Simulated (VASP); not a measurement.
# AlSn4 (P-43m) in VASP: settings compared

Aim: see how the results for AlSn4 move with the level of theory and the settings. Levels: PBE, PBEsol. Tasks: single point.

Everything below comes from runs of VASP 6.6.1. Logs are shortened: lines on timing, memory, paths and dates and some standing lists are left out, and cuts for length are marked.

## Step 1: The cell of the first run

Symmetry: P-43m, No. 215, cubic system. Conventional cell: a = 5.320 Å, b = 5.320 Å, c = 5.320 Å, α = 90.00°, β = 90.00°, γ = 90.00°. Al (site symmetry -43m) has 4 Sn at 2.72 Å within 3.6 Å. Within 3.6 Å of Sn (site symmetry 3m) lie 1 Al at 2.72 Å and 3 Sn at 3.08 Å.

## Step 2: Single point, PBE

The input, INCAR:

```
  PREC = Accurate
  ENCUT = 520
  EDIFF = 1E-7
  ISMEAR = 0
  SIGMA = 0.1
  LREAL = False
  LASPH = True
  NELM = 100
  ALGO = Normal
  ISIF = 2
  LWAVE = False
  LCHARG = False
  GGA = PE
  NBANDS = 38
```

The input, KPOINTS:

```
Automatic mesh
0
Gamma
  4 4 4
```

The input, POSCAR:

```
AlSn4
1.0
    5.3196526157      0.0000000000      0.0000000000
    0.0000000000      5.3196526157      0.0000000000
    0.0000000000      0.0000000000      5.3196526157
Al Sn
1 4
Direct
    0.0000000000      0.0000000000      0.0000000000
    0.2955263481      0.7044736519      0.7044736519
    0.7044736519      0.2955263481      0.7044736519
    0.7044736519      0.7044736519      0.2955263481
    0.2955263481      0.2955263481      0.2955263481
```

Potentials or basis: VASP PAW PBE potentials, release 64 (Al, Sn_d).

Started as:

```
$ cat potpaw_PBE.64/Al/POTCAR potpaw_PBE.64/Sn_d/POTCAR > POTCAR
$ mpirun -np 1 vasp_std > vasp.out
```

OUTCAR:

```text
PREC = Accurate
   ENCUT = 520
   EDIFF = 1E-7
   ISMEAR = 0
   LREAL = False
   LASPH = True
   NELM = 100
   ISIF = 2
   GGA = PE

 ion  position               nearest neighbor table
   1  0.000  0.000  0.000-   2 2.72   3 2.72   4 2.72   5 2.72
   2  0.296  0.704  0.704-   1 2.72   3 3.08   4 3.08   5 3.08
   3  0.704  0.296  0.704-   1 2.72   2 3.08   4 3.08   5 3.08
   4  0.704  0.704  0.296-   1 2.72   2 3.08   3 3.08   5 3.08
   5  0.296  0.296  0.296-   1 2.72   2 3.08   3 3.08   4 3.08

  LATTYP: Found a simple cubic cell.
 ALAT       =     5.3196526157

  Lattice vectors:

 A1 = (   5.3196526157,   0.0000000000,   0.0000000000)
 A2 = (   0.0000000000,   5.3196526157,   0.0000000000)
 A3 = (   0.0000000000,   0.0000000000,   5.3196526157)

Analysis of symmetry for initial positions (statically):
=====================================================================
 Subroutine PRICEL returns:
 Original cell was already a primitive cell.

 Routine SETGRP: Setting up the symmetry group for a
 simple cubic supercell.

 Subroutine GETGRP returns: Found 24 space group operations
 (whereof 24 operations were pure point group operations)
 out of a pool of 48 trial point group operations.

The static configuration has the point symmetry T_d .

Analysis of symmetry for dynamics (positions and initial velocities):
=====================================================================
 Subroutine PRICEL returns:
 Original cell was already a primitive cell.

 Routine SETGRP: Setting up the symmetry group for a
 simple cubic supercell.

 Subroutine GETGRP returns: Found 24 space group operations
 (whereof 24 operations were pure point group operations)
 out of a pool of 48 trial point group operations.

The dynamic configuration has the point symmetry T_d .

 Subroutine INISYM returns: Found 24 space group operations
 (whereof 24 operations are pure point group operations),
 and found     1 'primitive' translations

----------------------------------------------------------------------------------------

                                     Primitive cell

  volume of cell :     150.5393

  direct lattice vectors                    reciprocal lattice vectors
     5.319652616  0.000000000  0.000000000     0.187982200  0.000000000  0.000000000
     0.000000000  5.319652616  0.000000000     0.000000000  0.187982200  0.000000000
     0.000000000  0.000000000  5.319652616     0.000000000  0.000000000  0.187982200

  length of vectors
     5.319652616  5.319652616  5.319652616     0.187982200  0.187982200  0.187982200

  position of ions in fractional coordinates (direct lattice)
     0.000000000  0.000000000  0.000000000
     0.295526348  0.704473652  0.704473652
     0.704473652  0.295526348  0.704473652
     0.704473652  0.704473652  0.295526348
     0.295526348  0.295526348  0.295526348

  ion indices of the primitive-cell ions
   primitive index   ion index
                 1           1
                 2           2
                 3           3
                 4           4
                 5           5

----------------------------------------------------------------------------------------

 KPOINTS: Automatic mesh

Automatic generation of k-mesh.
 Grid dimensions read from file:
 generate k-points for:    4    4    4

 Generating k-lattice:

  Cartesian coordinates                     Fractional coordinates (reciprocal lattice)
     0.046995550  0.000000000  0.000000000     0.250000000  0.000000000  0.000000000
     0.000000000  0.046995550  0.000000000     0.000000000  0.250000000  0.000000000
     0.000000000  0.000000000  0.046995550     0.000000000  0.000000000  0.250000000

  Length of vectors
     0.046995550  0.046995550  0.046995550

  Shift w.r.t. Gamma in fractional coordinates (k-lattice)
     0.000000000  0.000000000  0.000000000

 Subroutine IBZKPT returns following result:
 ===========================================

 Found     10 irreducible k-points:

 Following reciprocal coordinates:
            Coordinates               Weight
  0.000000  0.000000  0.000000      1.000000
  0.250000  0.000000  0.000000      6.000000
  0.500000  0.000000  0.000000      3.000000
  0.250000  0.250000  0.000000     12.000000
  0.500000  0.250000  0.000000     12.000000
  0.500000  0.500000  0.000000      3.000000
  0.250000  0.250000  0.250000      8.000000
  0.500000  0.250000  0.250000     12.000000
  0.500000  0.500000  0.250000      6.000000
  0.500000  0.500000  0.500000      1.000000
   k-points           NKPTS =     10   k-points in BZ     NKDIM =     10   number of bands    NBANDS=     38
   number of dos      NEDOS =    301   number of ions     NIONS =      5
   total plane-waves  NPLWV =  64000
   dimension x,y,z NGX =    40 NGY =   40 NGZ =   40
   dimension x,y,z NGXF=    80 NGYF=   80 NGZF=   80
   ions per type =               1   4
   NGX,Y,Z   is equivalent  to a cutoff of  12.50, 12.50, 12.50 a.u.
   NGXF,Y,Z  is equivalent  to a cutoff of  25.00, 25.00, 25.00 a.u.
 SYSTEM =  unknown system
   PREC   = accura    normal or accurate (medium, high low for compatibility)
   ISTART =      0    job   : 0-new  1-cont  2-samecut
   ICHARG =      2    charge: 1-file 2-atom 10-const
   ISPIN  =      1    spin polarized calculation?
   LNONCOLLINEAR =      F non collinear calculations
   LSORBIT =      F    spin-orbit coupling
   LASPH  =      T    aspherical Exc in radial PAW
   ENCUT  =  520.0 eV  38.22 Ry    6.18 a.u.   9.89  9.89  9.89*2*pi/ulx,y,z
   NELM   =    100;   NELMIN=  2; NELMDL= -5     # of ELM steps
   EDIFF  = 0.1E-06   stopping-criterion for ELM
   LREAL  =      F    real-space projection
   EDIFFG = 0.1E-05   stopping-criterion for IOM
   NSW    =      0    number of steps for IOM
   IBRION =     -1    ionic relax: 0-MD 1-quasi-New 2-CG
   NFREE  =      0    steps in history (QN), initial steepest desc. (CG)
   ISIF   =      2    stress and relaxation
   ISYM   =      2    0-nonsym 1-usesym 2-fastsym
   POTIM  = 0.5000    time-step for ionic-motion
   TEBEG  =    0.0;   TEEND  =   0.0 temperature during run
   PSTRESS=    0.0 pullay stress
   NELECT =      59.0000    total number of electrons
   NUPDOWN=      -1.0000    fix difference up-down
   EMIN   =  10.00;   EMAX   =-10.00  energy-range for DOS
   EFERMI =   0.00;   METHOD = LEGACY
   ISMEAR =     0;   SIGMA  =   0.10  broadening in eV -4-tet -1-fermi 0-gaus
   EFERMI_NEDOS =   21; number of points for ismear=-14 and -15
   IALGO  =     38    algorithm
   IMIX   =      4    mixing-type and parameters
     AMIX     =   0.40;   BMIX     =  1.00
     AMIX_MAG =   1.60;   BMIX_MAG =  1.00
  volume/ion in A,a.u.               =      30.11       203.18
  Fermi-wavevector in a.u.,A,eV,Ry     =   1.198052  2.263989 19.528822  1.435328
  Thomas-Fermi vector in A             =   2.333951
   LORBIT       =      0    0 simple, 1 ext, 2 COOP (PROOUT), +10 PAW based schemes
   GGA     = PE    functional components
   LHFCALC =     F    Hartree Fock is set to
   AEXX    =    0.0000 exact exchange contribution
   IVDW    =     0    specifies the selected vdW correction
   LEPSILON=     F    determine dielectric tensor
   LRPA    =     F    only Hartree local field effects (RPA)
 non-spin polarized calculation
 Gauss-broadening in eV      SIGMA  =   0.10
  energy-cutoff  :      520.00
  volume of cell :      150.54
 maximum number of plane-waves:      4076
 NGX is ok and might be reduce to    40
   NGX = 19   NGY = 19   NGZ = 19

 number of electron      58.9999984 magnetization

 Free energy of the ion-electron system (eV)
  ---------------------------------------------------
  ext. energy  EPLUGINS =         0.00000000
  ---------------------------------------------------
  free energy    TOTEN  =       -17.49004737 eV

  energy without entropy =      -17.48090796  energy(sigma->0) =      -17.48547767

 E-fermi :   6.0135     XC(G=0):  -9.4141

 val. band max:        5.8305480106   @ k =   0.5000   0.2500   0.0000
 cond. band min:       6.0183678562   @ k =   0.2500   0.2500   0.2500
 fundamental gap:      0.1878198457
 Fermi energy:         6.0134558473

 k-point     1 :       0.0000    0.0000    0.0000
  band No.  band energies     occupation
      1     -15.5480      2.00000
      2     -15.5169      2.00000
      3     -15.5169      2.00000
      4     -15.4805      2.00000
      5     -15.4805      2.00000
      6     -15.4805      2.00000
[... 30 lines left out ...]
     37       8.9056      0.00000
     38      10.8448      0.00000

 k-point     2 :       0.2500    0.0000    0.0000
  band No.  band energies     occupation
      1     -15.5425      2.00000
      2     -15.5123      2.00000
      3     -15.5082      2.00000
      4     -15.4809      2.00000
      5     -15.4771      2.00000
      6     -15.4771      2.00000
[... 30 lines left out ...]
     37       9.7709      0.00000
     38      10.2856      0.00000

 k-point     3 :       0.5000    0.0000    0.0000
  band No.  band energies     occupation
      1     -15.5368      2.00000
      2     -15.5042      2.00000
      3     -15.4982      2.00000
      4     -15.4841      2.00000
      5     -15.4744      2.00000
      6     -15.4736      2.00000
[... 30 lines left out ...]
     37      10.0613      0.00000
     38      10.7727      0.00000

 k-point     4 :       0.2500    0.2500    0.0000
  band No.  band energies     occupation
      1     -15.5382      2.00000
      2     -15.5061      2.00000
      3     -15.5033      2.00000
      4     -15.4779      2.00000
      5     -15.4774      2.00000
      6     -15.4758      2.00000
[... 30 lines left out ...]
     37      10.8770      0.00000
     38      11.1716      0.00000
[... 129 lines left out ...]
      4     -15.4782      2.00000
      5     -15.4765      2.00000
      6     -15.4755      2.00000
[... 30 lines left out ...]
     37      11.0980      0.00000
     38      11.5462      0.00000

 k-point     9 :       0.5000    0.5000    0.2500
  band No.  band energies     occupation
      1     -15.5292      2.00000
      2     -15.4883      2.00000
      3     -15.4878      2.00000
      4     -15.4779      2.00000
      5     -15.4773      2.00000
      6     -15.4773      2.00000
[... 30 lines left out ...]
     37      10.6217      0.00000
     38      11.7986      0.00000

 k-point    10 :       0.5000    0.5000    0.5000
  band No.  band energies     occupation
      1     -15.5287      2.00000
      2     -15.4844      2.00000
      3     -15.4844      2.00000
      4     -15.4789      2.00000
      5     -15.4789      2.00000
      6     -15.4789      2.00000
[... 30 lines left out ...]
     37      10.5079      0.00000
     38      11.4618      0.00000

------------------------ aborting loop because EDIFF is reached ----------------------------------------

  FORCE on cell =-STRESS in cart. coord.  units (eV):
  Direction    XX          YY          ZZ          XY          YZ          ZX
  --------------------------------------------------------------------------------------
  -------------------------------------------------------------------------------------
  Total        0.0595183      0.0595183      0.0595183     -0.0000000     -0.0000000      0.0000000
  in kB        0.6334487      0.6334487      0.6334487     -0.0000000     -0.0000000      0.0000000
  external PRESSURE =       0.6334487 kB  Pullay stress =       0.0000000 kB

 VOLUME and BASIS-vectors are now :
 -----------------------------------------------------------------------------
  energy-cutoff  :      520.00
  volume of cell :      150.54
      direct lattice vectors                 reciprocal lattice vectors
     5.319652616  0.000000000  0.000000000     0.187982200  0.000000000  0.000000000
     0.000000000  5.319652616  0.000000000     0.000000000  0.187982200  0.000000000
     0.000000000  0.000000000  5.319652616     0.000000000  0.000000000  0.187982200

 POSITION                                       TOTAL-FORCE (eV/Angst)
 -----------------------------------------------------------------------------------
      0.00000      0.00000      0.00000        -0.000000      0.000000      0.000000
      1.57210      3.74756      3.74756        -0.009428      0.009428      0.009428
      3.74756      1.57210      3.74756         0.009428     -0.009428      0.009428
      3.74756      3.74756      1.57210         0.009428      0.009428     -0.009428
      1.57210      1.57210      1.57210        -0.009428     -0.009428     -0.009428
 -----------------------------------------------------------------------------------
    total drift:                               -0.000000     -0.000000     -0.000000

  FREE ENERGIE OF THE ION-ELECTRON SYSTEM (eV)
  ---------------------------------------------------
  free  energy   TOTEN  =       -17.4900473748 eV

  energy  without entropy=      -17.4809079573  energy(sigma->0) =      -17.48547767
```

It took 42 s on 1 thread of Intel Xeon Platinum 8259CL at 2.50GHz (Skylake/Cascade Lake), shared host; peak memory 0.24 GiB.

Results:

```yaml
Free_energy: -17.4900 eV
Pressure: 0.1 GPa
Largest_force: 0.016 eV/Å
```

Forces in eV/Å, atoms in the order of the input:
```
Al   0.000  0.000  0.000
Sn  -0.009  0.009  0.009
Sn   0.009 -0.009  0.009
Sn   0.009  0.009 -0.009
Sn  -0.009 -0.009 -0.009
```

Caveat: spin-orbit coupling is left out, which moves the levels of the heavy elements.

(Part 1 of 2 ends here.)
